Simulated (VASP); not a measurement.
# Ge (P6_3/mmc) in VASP: a series of runs

The runs below take Ge through single point, with RPBE.

Program: VASP 6.6.1. These are calculated values, not measurements. Logs are shortened: lines on timing, memory, paths and dates and some standing lists are left out, and cuts for length are marked.

## 1. The cell of the first run

It takes space group P6_3/mmc (No. 194, hexagonal). The conventional cell has a = 3.161 Å, b = 3.161 Å, c = 10.365 Å, α = 90.00°, β = 90.00°, γ = 120.00°. Ge (site symmetry -3m) has 12 Ge at 3.16 to 3.17 Å within 4.2 Å. Ge (site symmetry -6m2) has 12 Ge at 3.16 to 3.17 Å within 4.2 Å.

This isn't the form of Ge at room conditions, which is diamond.

## 2. Single point, RPBE (22.42 Å³/atom)

Input file INCAR:

```
SYSTEM = Ge
ALGO = Normal ; EDIFF = 1E-7
ENCUT = 520 ; GGA = RP
ISIF = 2 ; ISMEAR = -1
LASPH = .TRUE. ; LCHARG = .TRUE.
LELF = .TRUE. ; LREAL = .FALSE.
LVHAR = .TRUE. ; LWAVE = .FALSE.
NBANDS = 36 ; NELM = 80
PREC = Accurate ; SIGMA = 0.1
```

Input file KPOINTS:

```
k-points
0
G
  13 13 4
  0 0 0
```

Input file POSCAR:

```
Ge
1.0
    3.1609218632      0.0000000000      0.0000000000
   -1.5804609316      2.7374386329      0.0000000000
    0.0000000000      0.0000000000     10.3647025161
Ge
4
Direct
    0.0000000000      1.0000000000      1.0000000000
    0.0000000000      1.0000000000      0.5000000000
    0.3333333333      0.6666666667      0.2500000000
    0.6666666667      0.3333333333      0.7500000000
```

Potentials or basis: VASP PAW PBE potentials, release 64 (Ge_d).

Started as:

```bash
$ cat potpaw_PBE.64/Ge_d/POTCAR > POTCAR
$ mpirun -np 1 vasp_std > vasp.out
```

OUTCAR:

```text
SYSTEM = Ge
   EDIFF = 1E-7
   ENCUT = 520
   GGA = RP
   ISIF = 2
   ISMEAR = -1
   LASPH = .TRUE.
   LREAL = .FALSE.
   NELM = 80
   PREC = Accurate

 ion  position               nearest neighbor table
   1  0.000  0.000  0.000-
   2  0.000  0.000  0.500-
   3  0.333  0.667  0.250-
   4  0.667  0.333  0.750-

  LATTYP: Found a hexagonal cell.
 ALAT       =     3.1609218632
 C/A-ratio  =     3.2790125681

  Lattice vectors:

 A1 = (   3.1609218632,   0.0000000000,   0.0000000000)
 A2 = (  -1.5804609316,   2.7374386329,   0.0000000000)
 A3 = (   0.0000000000,   0.0000000000,  10.3647025161)

Analysis of symmetry for initial positions (statically):
=====================================================================
 Subroutine PRICEL returns:
 Original cell was already a primitive cell.

 Routine SETGRP: Setting up the symmetry group for a
 hexagonal supercell.

 Subroutine GETGRP returns: Found 24 space group operations
 (whereof 12 operations were pure point group operations)
 out of a pool of 24 trial point group operations.

The static configuration has the point symmetry D_3d.
 The point group associated with its full space group is D_6h.

Analysis of symmetry for dynamics (positions and initial velocities):
=====================================================================
 Subroutine PRICEL returns:
 Original cell was already a primitive cell.

 Routine SETGRP: Setting up the symmetry group for a
 hexagonal supercell.

 Subroutine GETGRP returns: Found 24 space group operations
 (whereof 12 operations were pure point group operations)
 out of a pool of 24 trial point group operations.

The dynamic configuration has the point symmetry D_3d.
 The point group associated with its full space group is D_6h.

 Subroutine INISYM returns: Found 24 space group operations
 (whereof 12 operations are pure point group operations),
 and found     1 'primitive' translations

----------------------------------------------------------------------------------------

                                     Primitive cell

  volume of cell :      89.6840

  direct lattice vectors                    reciprocal lattice vectors
     3.160921863  0.000000000  0.000000000     0.316363404  0.182652496  0.000000000
    -1.580460932  2.737438633  0.000000000     0.000000000  0.365304993  0.000000000
     0.000000000  0.000000000 10.364702516     0.000000000  0.000000000  0.096481303

  length of vectors
[... 81 lines left out ...]
   LNONCOLLINEAR =      F non collinear calculations
   LSORBIT =      F    spin-orbit coupling
   LASPH  =      T    aspherical Exc in radial PAW
   ENCUT  =  520.0 eV  38.22 Ry    6.18 a.u.   5.88  5.88 19.27*2*pi/ulx,y,z
   NELM   =     80;   NELMIN=  2; NELMDL= -5     # of ELM steps
   EDIFF  = 0.1E-06   stopping-criterion for ELM
   LREAL  =      F    real-space projection
   EDIFFG = 0.1E-05   stopping-criterion for IOM
   NSW    =      0    number of steps for IOM
   IBRION =     -1    ionic relax: 0-MD 1-quasi-New 2-CG
   NFREE  =      0    steps in history (QN), initial steepest desc. (CG)
   ISIF   =      2    stress and relaxation
   ISYM   =      2    0-nonsym 1-usesym 2-fastsym
   POTIM  = 0.5000    time-step for ionic-motion
   TEBEG  =    0.0;   TEEND  =   0.0 temperature during run
   PSTRESS=    0.0 pullay stress
   NELECT =      56.0000    total number of electrons
   NUPDOWN=      -1.0000    fix difference up-down
   EMIN   =  10.00;   EMAX   =-10.00  energy-range for DOS
   EFERMI =   0.00;   METHOD = LEGACY
   ISMEAR =    -1;   SIGMA  =   0.10  broadening in eV -4-tet -1-fermi 0-gaus
   EFERMI_NEDOS =   21; number of points for ismear=-14 and -15
   IALGO  =     38    algorithm
   IMIX   =      4    mixing-type and parameters
     AMIX     =   0.40;   BMIX     =  1.00
     AMIX_MAG =   1.60;   BMIX_MAG =  1.00
  volume/ion in A,a.u.               =      22.42       151.30
  Fermi-wavevector in a.u.,A,eV,Ry     =   1.399262  2.644223 26.639328  1.957935
  Thomas-Fermi vector in A             =   2.522339
   LORBIT       =      0    0 simple, 1 ext, 2 COOP (PROOUT), +10 PAW based schemes
   GGA     = RP    functional components
   LHFCALC =     F    Hartree Fock is set to
   AEXX    =    0.0000 exact exchange contribution
   IVDW    =     0    specifies the selected vdW correction
   LEPSILON=     F    determine dielectric tensor
   LRPA    =     F    only Hartree local field effects (RPA)
 non-spin polarized calculation
  energy-cutoff  :      520.00
  volume of cell :       89.68
 maximum number of plane-waves:      2434
 NGX is ok and might be reduce to    24
   NGX = 11   NGY = 11   NGZ = 39

 number of electron      56.0000087 magnetization

 Free energy of the ion-electron system (eV)
  ---------------------------------------------------
  ext. energy  EPLUGINS =         0.00000000
  ---------------------------------------------------
  free energy    TOTEN  =       -15.15910787 eV

  energy without entropy =      -15.09812545  energy(sigma->0) =      -15.12861666

 E-fermi :   5.2633     XC(G=0): -10.3587

 val. band max:        5.2568609691   @ k =   0.2308   0.2308   0.2500
 cond. band min:       5.2739591564   @ k =   0.3846  -0.0000   0.0000
 fundamental gap:      0.0170981873
 Fermi energy:         5.2632936049

 k-point     1 :       0.0000    0.0000    0.0000
  band No.  band energies     occupation
      1     -19.5992      2.00000
      2     -19.5992      2.00000
      3     -19.5991      2.00000
      4     -19.5986      2.00000
      5     -19.5956      2.00000
      6     -19.5956      2.00000
[... 925 lines left out ...]
     35      11.7074      0.00000
     36      12.3158      0.00000

 [... further k-points ...]
[... 5 lines left out ...]
  --------------------------------------------------------------------------------------
  -------------------------------------------------------------------------------------
  Total       -3.1095761     -3.1095761     -2.6080964      0.0000000     -0.0000000      0.0000000
  in kB      -55.5516263    -55.5516263    -46.5928450      0.0000000     -0.0000000      0.0000000
  external PRESSURE =     -52.5653659 kB  Pullay stress =       0.0000000 kB

 VOLUME and BASIS-vectors are now :
 -----------------------------------------------------------------------------
  energy-cutoff  :      520.00
  volume of cell :       89.68
      direct lattice vectors                 reciprocal lattice vectors
     3.160921863  0.000000000  0.000000000     0.316363404  0.182652496  0.000000000
    -1.580460932  2.737438633  0.000000000     0.000000000  0.365304993  0.000000000
     0.000000000  0.000000000 10.364702516     0.000000000  0.000000000  0.096481303

 POSITION                                       TOTAL-FORCE (eV/Angst)
 -----------------------------------------------------------------------------------
      0.00000      0.00000      0.00000         0.000000      0.000000      0.000000
      0.00000      0.00000      5.18235         0.000000      0.000000      0.000000
     -0.00000      1.82496      2.59118        -0.000000      0.000000      0.000000
      1.58046      0.91248      7.77353        -0.000000      0.000000     -0.000000
 -----------------------------------------------------------------------------------
    total drift:                               -0.000000      0.000000     -0.000000

  FREE ENERGIE OF THE ION-ELECTRON SYSTEM (eV)
  ---------------------------------------------------
  free  energy   TOTEN  =       -15.1591078707 eV

  energy  without entropy=      -15.0981254481  energy(sigma->0) =      -15.12861666
```

OSZICAR:

```text
N       E                     dE             d eps       ncg     rms          rms(c)
DAV:   1     0.480789705314E+03    0.48079E+03   -0.27882E+04  5284   0.427E+03
DAV:   2     0.670733213210E+02   -0.41372E+03   -0.40379E+03  4536   0.809E+02
DAV:   3    -0.105597087748E+02   -0.77633E+02   -0.76150E+02  5060   0.199E+02
DAV:   4    -0.150882856207E+02   -0.45286E+01   -0.44613E+01  5236   0.521E+01
DAV:   5    -0.151954677569E+02   -0.10718E+00   -0.10706E+00  4768   0.909E+00    0.196E+00
DAV:   6    -0.151700661120E+02    0.25402E-01   -0.58247E-02  5556   0.249E+00    0.105E+00
DAV:   7    -0.151592183666E+02    0.10848E-01   -0.27098E-02  5344   0.257E+00    0.133E-01
DAV:   8    -0.151589990089E+02    0.21936E-03   -0.38615E-03  5108   0.269E+00    0.646E-02
DAV:   9    -0.151590936792E+02   -0.94670E-04   -0.14766E-03  5604   0.505E-01    0.299E-02
DAV:  10    -0.151591024168E+02   -0.87377E-05   -0.11919E-04  7860   0.283E-01    0.135E-02
DAV:  11    -0.151591016075E+02    0.80934E-06   -0.35296E-05  6312   0.335E-01    0.317E-03
DAV:  12    -0.151591082047E+02   -0.65972E-05   -0.61289E-05  4856   0.106E-01    0.192E-03
DAV:  13    -0.151591082164E+02   -0.11727E-07   -0.29492E-06  4156   0.204E-02    0.742E-04
DAV:  14    -0.151591079008E+02    0.31564E-06   -0.47990E-08  2340   0.910E-03    0.355E-04
DAV:  15    -0.151591078707E+02    0.30113E-07   -0.44586E-08  2316   0.692E-03
   1 F= -.15159108E+02 E0= -.15128617E+02  d E =-.609824E-01
```

Wall time 3.6 min (1 thread of Intel Xeon 8259CL, shared host); peak memory 0.29 GiB.

Results:

| Property | Result |
| --- | --- |
| Free energy | -15.1591 eV |
| Pressure | -5.3 GPa |
| Band gap on the k mesh | zero (bands 28 and 29 overlap by 7.77 eV) |

Stress tensor (GPa, compression positive):
```
-5.56  0.00  0.00
 0.00 -5.56  0.00
 0.00  0.00 -4.66
```

Caveat: the cell stands under tension; the PAW data sets were made with another functional, which shifts forces and pressure a little.

(Continued in part 2 of 2.)
